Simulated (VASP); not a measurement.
BP: single point with r2SCAN

The system is BP.

```
CELL_PARAMETERS angstrom
0.00000 2.26900 2.26900
2.26900 0.00000 2.26900
2.26900 2.26900 0.00000
ATOMIC_POSITIONS crystal
P 0.75000 0.75000 0.75000
B 0.00000 0.00000 0.00000
```

```yaml
Program: VASP 6.6.1
Task: single point
Functional: r2SCAN
Potentials_or_basis: VASP PAW PBE potentials, release 64 (P, B)
Cutoff: 520 eV
k_mesh: 10 × 10 × 10
Occupations: fermi-dirac, width 0.05 eV
Spin: no spin polarisation
```

| Item | Value |
| --- | --- |
| Pressure | -0.7 GPa |
| Band gap on the k mesh | 1.45 eV, indirect (least direct gap 3.64 eV) |

Levels at points of the mesh, in eV from the valence-band top:
```csv
k point,band 2,band 3,band 4,band 5,band 6,band 7
"(0.00, 0.00, 0.00)",0.00,0.00,0.00,3.64,3.64,3.64
"(0.50, 0.00, 0.00)",-9.50,-1.86,-1.86,4.14,5.03,5.03
"(0.50, 0.50, 0.00)",-9.13,-4.34,-4.34,1.54,1.91,13.06
```

Run time: 24 s on 1 thread of Intel(R) Xeon(R) Platinum 8259CL CPU @ 2.50GHz (Skylake/Cascade Lake), on a shared host, peak memory 0.14 GiB.

Caveat: the PAW data sets were made with another functional, which shifts forces and pressure a little. A k mesh can miss the band edges.
